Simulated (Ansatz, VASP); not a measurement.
One calculation of B2N3O, two programs

File INCAR:

```
SYSTEM = B2N3O
PREC = Accurate ; ENCUT = 520
EDIFF = 1E-6 ; ISMEAR = 0
SIGMA = 0.1 ; LREAL = .False.
LASPH = .True. ; NELM = 100
ALGO = Normal ; ISIF = 2
LWAVE = .False. ; LCHARG = .True.
GGA = PE ; LELF = .True.
LVHAR = .True. ; NBANDS = 22
```

The input KPOINTS:

```
Automatic mesh
0
Gamma
  6 6 4
  0 0 0
```

POSCAR

```
B2N3O
1.0
    3.2304444300      0.0000000000      0.0000000000
   -1.6152222200      2.7976469400      0.0000000000
    0.0000000000      0.0000000000      6.4177732300
B N O
2 3 1
Direct
    0.0000000000      0.0000000000      0.2450700000
    0.0000000000      0.0000000000      0.7549300000
    0.3333333300      0.6666666700      0.5000000000
    0.6666666700      0.3333333300      0.0000000000
    0.6666666700      0.3333333300      0.5000000000
    0.3333333300      0.6666666700      0.0000000000
```

Input for Ansatz:

```yaml
crystal:
  lattice:
    - [3.23044443, 0.0, 0.0]
    - [-1.61522222, 2.79764694, 0.0]
    - [0.0, 0.0, 6.41777323]
  atoms:
    - { symbol: B, position: [0.0, 0.0, 0.24507] }
    - { symbol: B, position: [0.0, 0.0, 0.75493] }
    - { symbol: "N", position: [0.33333333, 0.66666667, 0.5] }
    - { symbol: "N", position: [0.66666667, 0.33333333, 0.0] }
    - { symbol: "N", position: [0.66666667, 0.33333333, 0.5] }
    - { symbol: O, position: [0.33333333, 0.66666667, 0.0] }
basis:
  ecutwfc: 420
kpoints:
  mp_grid: { grid: [6, 6, 4] }
hamiltonian:
  xc: pbe
scf:
  occupations: { method: gaussian, width: 0.1 }
  lower_state_search: "off"
output:
  forces: true
  stress: true
  eigenvalues: true
```

Change from the starting cell: species swapped into the Eu2Ge3Au type (P-6m2, No. 187).

Alike in both runs: task single point; functional PBE; k mesh 6 × 6 × 4; occupations gaussian, width 0.1 eV; no spin polarisation.

|  | VASP | Ansatz |
| --- | --- | --- |
| version | VASP 6.6.1 | Ansatz 0.2.0 |
| potentials or method | VASP PAW PBE potentials, release 64 (B, N, O), cutoff 520 eV | scalar-relativistic, plane waves, PAW |
| valence electrons in the cell | 27 | 27 |

Ansatz gave:

| Property | Result |
| --- | --- |
| gap on the k mesh at the Fermi level (eV) | none |
| pressure (GPa) | -7.3 |
| traceless stress, the component that is largest in VASP (GPa) | -1.91 |
| rms of the force components (eV/Å) | 0.074 |

Q: What did VASP give for the same quantities?

A: gap on the k mesh at the Fermi level (eV): none; pressure (GPa): -7.4; traceless stress, the component that is largest in VASP (GPa): -2.05; rms of the force components (eV/Å): 0.076.

Atom by atom the forces differ by 0.001 eV/Å (rms over components). A gap of «none» marks a metal or a gap that the smearing closes.

The k mesh is coarse, so the values compare programs but aren't converged.
